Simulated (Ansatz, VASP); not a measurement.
One calculation of Rb, two programs

POSCAR

```
Rb
1.0
   -2.8677202310      2.8677202310      2.8677202310
    2.8677202310     -2.8677202310      2.8677202310
    2.8677202310      2.8677202310     -2.8677202310
Rb
1
Direct
    0.0000000000      0.0000000000      0.0000000000
```

The input INCAR.step1:

```
  PREC = Accurate
  ENCUT = 520
  ISMEAR = -1
  SIGMA = 0.1
  LREAL = F
  LASPH = T
  NELM = 80
  NBANDS = 10
  GGA = PE
  ALGO = Normal
  EDIFF = 1E-4
  LWAVE = T
  LCHARG = F
```

INCAR.step2

```
  PREC = Accurate
  ENCUT = 520
  EDIFF = 1E-6
  ISMEAR = -1
  SIGMA = 0.1
  LREAL = F
  LASPH = T
  NELM = 80
  ALGO = Normal
  ISIF = 2
  LWAVE = F
  LCHARG = F
  METAGGA = R2SCAN
  LMIXTAU = T
  NBANDS = 10
  ISTART = 1
```

The input KPOINTS:

```
regular mesh
0
Gamma
  11 11 11
```

Input for Ansatz:

```yaml
crystal:
  lattice:
    - [-2.867720231, 2.867720231, 2.867720231]
    - [2.867720231, -2.867720231, 2.867720231]
    - [2.867720231, 2.867720231, -2.867720231]
  atoms:
    - { symbol: Rb, position: [0.0, 0.0, 0.0] }
hamiltonian:
  xc: r2scan
  pseudopotentials:
    kind: paw
    azcp:
      Rb: "pseudopotentials/Rb.paw.azcp"
basis:
  ecutwfc: 500
  fft_grid_basis: typed
kpoints:
  mp_grid: { grid: [11, 11, 11], shift: [0, 0, 0] }
magnetization:
  spin_polarized: false
scf:
  occupations: { method: fermi_dirac, width: 0.1 }
  lower_state_search: "off"
output:
  stress: true
  write_density: true
  write_potential: true
  elf: true
  volumetric_format: npy
```

Alike in both runs: task single point; functional r2SCAN; k mesh 11 × 11 × 11; occupations fermi-dirac, width 0.1 eV; no spin polarisation.

|  | VASP | Ansatz |
| --- | --- | --- |
| version | VASP 6.6.1 | Ansatz 0.2.0 |
| potentials or method | VASP PAW PBE potentials, release 64 (Rb_sv), cutoff 520 eV | plane waves (500 eV) with PAW, scalar-relativistic |
| valence electrons in the cell | 9 | 9 |

|  | VASP | Ansatz | Ansatz less VASP |
| --- | --- | --- | --- |
| pressure (GPa) | 0.0 | 0.0 | 0.00 |

VASP's potentials were made for PBE, not for r2SCAN. With one functional, cell and mesh, what is left measures potentials, basis and numerics.
